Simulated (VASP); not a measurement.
# TaC6N (P6mm) in VASP: single point with PBE

Aim: the single point of TaC6N with PBE.

Everything below comes from runs of VASP 6.6.1. Logs are shortened: lines on timing, memory, paths and dates and some standing lists are left out, and cuts for length are marked.

### 1 The cell of the first run

The structure is hexagonal, space group P6mm (No. 183). The conventional cell has a = 4.288 Å, b = 4.288 Å, c = 6.701 Å, α = 90.00°, β = 90.00°, γ = 120.00°. Within 2.3 Å of Ta (site symmetry 6mm) lie 1 N at 1.72 Å. C (site symmetry m) has 3 C at 1.43 Å within 1.9 Å. N (site symmetry 6mm) has 1 Ta at 1.72 Å within 2.3 Å.

### 2 Single point, PBE, collinear spin

INCAR

```
SYSTEM = TaC6N
PREC = Accurate
ENCUT = 600
EDIFF = 1E-6
ISMEAR = 0
SIGMA = 0.1
LREAL = .FALSE.
LASPH = .TRUE.
NELM = 200
ALGO = Normal
ISIF = 2
LWAVE = .FALSE.
LCHARG = .FALSE.
ISPIN = 2
MAGMOM = 1 0 0 0 0 0 0 0
LORBIT = 11
LMAXMIX = 4
GGA = PE
NBANDS = 34
GGA_COMPAT = .FALSE.
```

KPOINTS

```
Automatic mesh
0
G
  6 6 4
  0 0 0
```

POSCAR

```
TaC6N
1.0
    4.2876309726      0.0000000000      0.0000000000
   -2.1438154863      3.7131973443      0.0000000000
    0.0000000000      0.0000000000      6.7013191670
Ta C N
1 6 1
Direct
    0.0000000000      0.0000000000      0.3137626877
    0.6671378786      0.6671378786      0.9983924743
    0.0000000000      0.6671378786      0.9983924743
    0.3328621214      0.0000000000      0.9983924743
    0.3328621214      0.3328621214      0.9983924743
    0.0000000000      0.3328621214      0.9983924743
    0.6671378786      0.0000000000      0.9983924743
    0.0000000000      0.0000000000      0.5708824668
```

Potentials or basis: VASP PAW PBE potentials, release 64 (Ta_pv, C, N).

Command:

```console
$ cat potpaw_PBE.64/Ta_pv/POTCAR potpaw_PBE.64/C/POTCAR potpaw_PBE.64/N/POTCAR > POTCAR
$ mpirun -np 1 vasp_std > vasp.out
```

OUTCAR:

```text
SYSTEM = TaC6N
   PREC = Accurate
   ENCUT = 600
   EDIFF = 1E-6
   ISMEAR = 0
   LREAL = .FALSE.
   LASPH = .TRUE.
   NELM = 200
   ISIF = 2
   ISPIN = 2
   LORBIT = 11
   GGA = PE

 ion  position               nearest neighbor table
   1  0.000  0.000  0.314-   8 1.72   3 2.55   5 2.55   6 2.55   2 2.55   7 2.55   4 2.55
   2  0.667  0.667  0.998-   7 1.43   3 1.43   5 1.43   1 2.55
   3  0.000  0.667  0.998-   4 1.43   2 1.43   6 1.43   1 2.55
   4  0.333  0.000  0.998-   3 1.43   5 1.43   7 1.43   1 2.55
   5  0.333  0.333  0.998-   4 1.43   6 1.43   2 1.43   1 2.55
   6  0.000  0.333  0.998-   7 1.43   5 1.43   3 1.43   1 2.55
   7  0.667  0.000  0.998-   2 1.43   6 1.43   4 1.43   1 2.55
   8  0.000  0.000  0.571-   1 1.72

  LATTYP: Found a hexagonal cell.
 ALAT       =     4.2876309726
 C/A-ratio  =     1.5629421491

  Lattice vectors:

 A1 = (   4.2876309726,   0.0000000000,   0.0000000000)
 A2 = (  -2.1438154863,   3.7131973443,   0.0000000000)
 A3 = (   0.0000000000,   0.0000000000,   6.7013191670)

Analysis of symmetry for initial positions (statically):
=====================================================================
 Subroutine PRICEL returns:
 Original cell was already a primitive cell.

 Routine SETGRP: Setting up the symmetry group for a
 hexagonal supercell.

 Subroutine GETGRP returns: Found 12 space group operations
 (whereof 12 operations were pure point group operations)
 out of a pool of 24 trial point group operations.

The static configuration has the point symmetry C_6v.

Analysis of symmetry for dynamics (positions and initial velocities):
=====================================================================
 Subroutine PRICEL returns:
 Original cell was already a primitive cell.

 Routine SETGRP: Setting up the symmetry group for a
 hexagonal supercell.

 Subroutine GETGRP returns: Found 12 space group operations
 (whereof 12 operations were pure point group operations)
 out of a pool of 24 trial point group operations.

The dynamic configuration has the point symmetry C_6v.

Analysis of structural, dynamic, and magnetic symmetry:
=====================================================================
 Subroutine PRICEL returns:
 Original cell was already a primitive cell.

 Routine SETGRP: Setting up the symmetry group for a
 hexagonal supercell.

 Subroutine GETGRP returns: Found 12 space group operations
 (whereof 12 operations were pure point group operations)
 out of a pool of 24 trial point group operations.

The overall configuration has the point symmetry C_6v.

 Subroutine INISYM returns: Found 12 space group operations
 (whereof 12 operations are pure point group operations),
 and found     1 'primitive' translations

[... 148 lines left out ...]

  energy without entropy =      -70.54488907  energy(sigma->0) =      -70.55717771

 E-fermi :   2.3656     XC(G=0):  -9.1889

 val. band max:        2.3621256281   @ k =   0.1667   0.1667   0.5000
 cond. band min:       2.3808862010   @ k =   0.1667   0.1667   0.2500
 fundamental gap:      0.0187605729
 Fermi energy:         2.3656427721

 spin component 1

 k-point     1 :       0.0000    0.0000    0.0000
  band No.  band energies     occupation
      1     -32.4162      1.00000
      2     -32.4162      1.00000
      3     -32.2608      1.00000
      4     -17.8444      1.00000
      5     -11.1313      1.00000
      6     -11.1313      1.00000
[... 724 lines left out ...]
     31       9.3876      0.00000
     32       9.3876      0.00000
 Fermi energy:         2.3656427721

 spin component 2

 k-point     1 :       0.0000    0.0000    0.0000
  band No.  band energies     occupation
      1     -32.3769      1.00000
      2     -32.3769      1.00000
      3     -32.2482      1.00000
      4     -17.8399      1.00000
      5     -11.1254      1.00000
      6     -11.1254      1.00000
[... 724 lines left out ...]
     31       9.3951      0.00000
     32       9.3951      0.00000
 [bands above 32 left out]

------------------------ aborting loop because EDIFF is reached ----------------------------------------

  FORCE on cell =-STRESS in cart. coord.  units (eV):
  Direction    XX          YY          ZZ          XY          YZ          ZX
  --------------------------------------------------------------------------------------
  -------------------------------------------------------------------------------------
  Total       -0.0522548     -0.0522548      0.6953214      0.0000000      0.0000000      0.0000000
  in kB       -0.7847129     -0.7847129     10.4416820      0.0000000      0.0000000      0.0000000
  external PRESSURE =       2.9574187 kB  Pullay stress =       0.0000000 kB

 VOLUME and BASIS-vectors are now :
 -----------------------------------------------------------------------------
  energy-cutoff  :      600.00
  volume of cell :      106.69
      direct lattice vectors                 reciprocal lattice vectors
     4.287630973  0.000000000  0.000000000     0.233229027  0.134654842  0.000000000
    -2.143815486  3.713197344  0.000000000     0.000000000  0.269309683  0.000000000
     0.000000000  0.000000000  6.701319167     0.000000000  0.000000000  0.149224350

 POSITION                                       TOTAL-FORCE (eV/Angst)
 -----------------------------------------------------------------------------------
      0.00000      0.00000      2.10262         0.000000     -0.000000     -0.603465
      1.43022      2.47721      6.69055         0.001283      0.002222      0.000315
     -1.43022      2.47721      6.69055        -0.001283      0.002222      0.000315
      1.42719      0.00000      6.69055        -0.002566     -0.000000      0.000315
      0.71359      1.23598      6.69055        -0.001283     -0.002222      0.000315
     -0.71359      1.23598      6.69055         0.001283     -0.002222      0.000315
      2.86044      0.00000      6.69055         0.002566     -0.000000      0.000315
      0.00000      0.00000      3.82567         0.000000     -0.000000      0.601575
 -----------------------------------------------------------------------------------
    total drift:                               -0.000000     -0.000000      0.000557

  FREE ENERGIE OF THE ION-ELECTRON SYSTEM (eV)
  ---------------------------------------------------
  free  energy   TOTEN  =       -70.5694663547 eV

  energy  without entropy=      -70.5448890687  energy(sigma->0) =      -70.55717771

 total charge

# of ion       s       p       d       tot
------------------------------------------
    1        0.268   6.136   2.613   9.017
    2        0.857   1.786   0.000   2.642
    3        0.857   1.786   0.000   2.642
    4        0.857   1.786   0.000   2.642
    5        0.857   1.786   0.000   2.642
    6        0.857   1.786   0.000   2.642
    7        0.857   1.786   0.000   2.642
    8        1.318   2.315   0.000   3.633
--------------------------------------------------
tot          6.725  19.164   2.613  28.503

 magnetization (x)

# of ion       s       p       d       tot
------------------------------------------
    1        0.004   0.001   0.042   0.048
    2        0.000   0.002   0.000   0.002
    3        0.000   0.002   0.000   0.002
    4        0.000   0.002   0.000   0.002
    5        0.000   0.002   0.000   0.002
    6        0.000   0.002   0.000   0.002
    7        0.000   0.002   0.000   0.002
    8        0.001   0.010   0.000   0.011
--------------------------------------------------
tot          0.006   0.022   0.042   0.070
```

It took 6 min on 1 thread of Oxide Virtual Turin-like, shared host; peak memory 0.35 GiB.

Results:

| Item | Value |
| --- | --- |
| Free energy | -70.5695 eV |
| Pressure | 0.3 GPa |
| Largest force | 0.603 eV/Å |
| Net moment | 0.12 μB per cell |
| Site moments | Ta +0.05; C +0.00; N +0.01 μB |
| Valence electrons inside the program's atomic spheres | Ta 9.02; C 2.64; N 3.63 |

Forces in eV/Å, atoms in the order of the input:
```
Ta   0.000  0.000 -0.603
C    0.001  0.002  0.000
C   -0.001  0.002  0.000
C   -0.003  0.000  0.000
C   -0.001 -0.002  0.000
C    0.001 -0.002  0.000
C    0.003  0.000  0.000
N    0.000  0.000  0.602
```

Levels at points of the mesh, in eV from the Fermi level:
Spin up:
| k point | band 18 | band 19 | band 20 | band 21 | band 22 | band 23 |
| --- | --- | --- | --- | --- | --- | --- |
| (0.00, 0.00, 0.00) | -1.44 | -1.44 | -0.38 | -0.28 | -0.28 | 1.61 |
| (0.50, 0.00, 0.00) | -1.72 | -1.14 | -0.22 | 1.10 | 1.29 | 2.83 |
| (0.00, 0.00, 0.50) | -1.46 | -1.46 | -1.05 | -0.77 | -0.77 | 1.66 |
| (0.50, 0.00, 0.50) | -1.46 | -1.41 | -0.76 | 1.18 | 1.28 | 2.55 |
Spin down:
```
           k point  band 18  band 19  band 20  band 21  band 22  band 23
(0.00, 0.00, 0.00)    -1.42    -1.42    -0.33    -0.27    -0.27     1.67
(0.50, 0.00, 0.00)    -1.68    -1.12    -0.17     1.14     1.35     2.88
(0.00, 0.00, 0.50)    -1.44    -1.44    -1.00    -0.75    -0.75     1.72
(0.50, 0.00, 0.50)    -1.43    -1.39    -0.72     1.23     1.35     2.59
```

Caveat: spin-orbit coupling is left out, which moves the levels of the heavy elements; this functional lacks dispersion, which binds layers or chains, so the pressure and a relaxed spacing across them are unreliable.
